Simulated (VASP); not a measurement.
## Ga2N: single point with PBE

The system is Ga2N.

```
Ga N
1.0
     0.00000    2.87925    2.87925
     2.87925    0.00000    2.87925
     2.87925    2.87925    0.00000
Ga N
2 1
Direct
  0.50000 0.50000 0.50000
  0.25000 0.25000 0.25000
  0.00000 0.00000 0.00000
```

* Program: VASP 6.6.1
* Task: single point
* Functional: PBE
* Potentials or basis: VASP PAW PBE potentials, release 64 (Ga_d, N)
* Cutoff: 520 eV
* k mesh: 6 × 6 × 6
* Occupations: gaussian, width 0.1 eV
* Spin: collinear spin, ferromagnetic start
* Starting moments: [0.0, 0.0, 1.0] μB
* Dipole correction: no
* Further INCAR settings: ALGO = Normal; EDIFF = 1e-07; NBANDS = 26

- Pressure: 0.0 GPa
- Net moment: 0.00 μB per cell
- Valence electrons inside the program's atomic spheres: Ga 11.62, 11.58; N 3.40

Levels at points of the mesh, in eV from the Fermi level:
Spin up:
```tsv
k point	band 13	band 14	band 15	band 16	band 17	band 18
(0.00, 0.00, 0.00)	-1.72	-1.72	-1.72	2.55	2.55	2.55
(0.50, 0.00, 0.00)	-3.26	-2.08	-2.08	0.34	1.41	1.41
(0.50, 0.50, 0.00)	-5.28	-3.59	-3.59	0.54	3.31	3.31
```
Spin down:
```csv
k point,band 11,band 12,band 13,band 14,band 15,band 16,band 17,band 18,band 19,band 20
"(0.00, 0.00, 0.00)",-14.10,-6.92,-1.72,-1.72,-1.72,2.55,2.55,2.55,4.02,5.87
"(0.50, 0.00, 0.00)",-13.05,-8.21,-3.26,-2.08,-2.08,0.34,1.41,1.41,5.03,8.23
"(0.50, 0.50, 0.00)",-12.74,-6.98,-5.28,-3.59,-3.59,0.54,3.31,3.31,4.02,7.74
```

It took 23 s on 1 thread of Intel(R) Xeon(R) 6975P-C (Granite Rapids), on a shared host, peak memory 0.19 GiB.
